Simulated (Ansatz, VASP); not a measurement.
## HfO2: VASP beside Ansatz

Contents of INCAR:

```
SYSTEM = HfO2
PREC     = Accurate       ! precision mode
ENCUT    = 520            ! plane-wave cutoff, eV
EDIFF    = 1E-7           ! SCF threshold, eV
ISMEAR   = 0              ! smearing method
SIGMA    = 0.012          ! smearing width, eV
LREAL    = .FALSE.        ! projectors in reciprocal space
LASPH    = .TRUE.         ! aspherical terms in the spheres
NELM     = 60             ! most SCF steps
ALGO     = Normal         ! electronic algorithm
ISIF     = 2              ! what is computed and relaxed
LWAVE    = .FALSE.        ! write WAVECAR
LCHARG   = .FALSE.        ! write CHGCAR
GGA      = PE             ! functional
NBANDS   = 31             ! bands
```

Contents of KPOINTS:

```
Automatic mesh
0
G
  6 6 8
  0 0 0
```

File POSCAR:

```
HfO2
1.0
    4.8135329900      0.0000000000      0.0000000000
    0.0000000000      4.8135329900      0.0000000000
    0.0000000000      0.0000000000      3.2054154100
Hf O
2 4
Direct
    0.5000000000      0.5000000000      0.5000000000
    0.0000000000      0.0000000000      0.0000000000
    0.8050448800      0.1949551200      0.5000000000
    0.6949551200      0.6949551200      0.0000000000
    0.3050448800      0.3050448800      0.0000000000
    0.1949551200      0.8050448800      0.5000000000
```

input.yaml

```yaml
crystal:
  lattice:
    - [4.81353299, 0.0, 0.0]
    - [0.0, 4.81353299, 0.0]
    - [0.0, 0.0, 3.20541541]
  atoms:
    - { symbol: Hf, position: [0.5, 0.5, 0.5] }
    - { symbol: Hf, position: [0.0, 0.0, 0.0] }
    - { symbol: O, position: [0.80504488, 0.19495512, 0.5] }
    - { symbol: O, position: [0.69495512, 0.69495512, 0.0] }
    - { symbol: O, position: [0.30504488, 0.30504488, 0.0] }
    - { symbol: O, position: [0.19495512, 0.80504488, 0.5] }
hamiltonian:
  xc: pbe
  pseudopotentials: { kind: paw }
kpoints:
  mp_grid: { grid: [6, 6, 8] }
scf:
  occupations: { method: gaussian, width: 0.012 }
output:
  forces: true
  stress: true
  eigenvalues: true
  write_density: true
  write_potential: true
  elf: true
  volumetric_format: npy
```

Alike in both runs: task single point; functional PBE; k mesh 6 × 6 × 8; occupations gaussian, width 0.012 eV; no spin polarisation.

```csv
,VASP,Ansatz
version,VASP 6.6.1,Ansatz 0.2.0
potentials or method,"VASP PAW PBE potentials, release 64 (Hf_pv, O)",Ansatz PAW
plane-wave cutoff (eV),520,420
valence electrons in the cell,44,76
```

VASP gave:

* gap on the k mesh at the Fermi level (eV): 3.98
* least direct gap on the mesh (eV): 3.98
* pressure (GPa): 5.6
* traceless stress, the component that is largest in VASP (GPa): 0.30
* rms of the force components (eV/Å): 0.014

What did Ansatz give for the same quantities?

gap on the k mesh at the Fermi level (eV): 4.04; least direct gap on the mesh (eV): 4.04; pressure (GPa): 8.5; traceless stress, the component that is largest in VASP (GPa): 0.79; rms of the force components (eV/Å): 0.038.

Atom by atom the forces differ by 0.024 eV/Å (rms over components). VASP's potentials hold 44 valence electrons a cell and Ansatz's 76, so a difference there can come from the potentials and not from the codes.

Neither program's run includes spin-orbit coupling.
